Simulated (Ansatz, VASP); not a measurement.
# Two plane-wave programs on W

INCAR

```
ALGO     = Normal         # electronic algorithm
EDIFF    = 1E-6           # SCF threshold, eV
ENCUT    = 520            # plane-wave cutoff, eV
GGA      = PE             # functional
ISIF     = 2              # what is computed and relaxed
ISMEAR   = -1             # smearing method
LASPH    = True           # aspherical terms in the spheres
LCHARG   = False          # write CHGCAR
LREAL    = False          # projectors in reciprocal space
LWAVE    = False          # write WAVECAR
NBANDS   = 13             # bands
NELM     = 80             # most SCF steps
PREC     = Accurate       # precision mode
SIGMA    = 0.1            # smearing width, eV
```

File KPOINTS:

```
k-points
0
Gamma
  8 9 9
```

File POSCAR:

```
W
1.0
   -1.5912332495      1.5905421014      1.7042810368
    1.5410799382     -1.5370131827      1.6006088235
    1.6174968768      1.5632768101     -1.6507521182
W
1
Direct
    0.0000000000      0.0000000000      0.0000000000
```

Input for Ansatz:

```yaml
crystal:
  lattice:
    - [-1.5912332494669295, 1.5905421013782897, 1.7042810368348704]
    - [1.5410799381652034, -1.5370131827450912, 1.6006088235389118]
    - [1.6174968768352391, 1.563276810113401, -1.650752118201672]
  atoms:
    - { symbol: W, position: [0.0, 0.0, 0.0] }
basis:
  ecutwfc: 540.0
  xc_grid: 2
kpoints:
  mp_grid:
    grid: [8, 9, 9]
hamiltonian:
  xc: pbe
scf:
  convergence:
    dr2_threshold: 1.0e-09
  occupations:
    method: fermi_dirac
output:
  forces: true
  stress: true
```

Alike in both runs: task single point; functional PBE; k mesh 8 × 9 × 9; no spin polarisation.

```csv
,VASP,Ansatz
version,VASP 6.6.1,Ansatz 0.2.0
potentials or method,"VASP PAW PBE potentials, release 64 (W_sv), cutoff 520 eV","plane waves, PAW"
occupations,"fermi-dirac, width 0.1 eV",fermi-dirac
valence electrons in the cell,14,14
```

Ansatz gave:

* pressure (GPa): -5.1
* traceless stress, the component that is largest in VASP (GPa): -9.21

What did VASP give for the same quantities?

Pressure (GPa): -4.7; traceless stress, the component that is largest in VASP (GPa): -9.19.

Ansatz's warnings: stress scf threshold loose.

Spin-orbit coupling is off throughout.
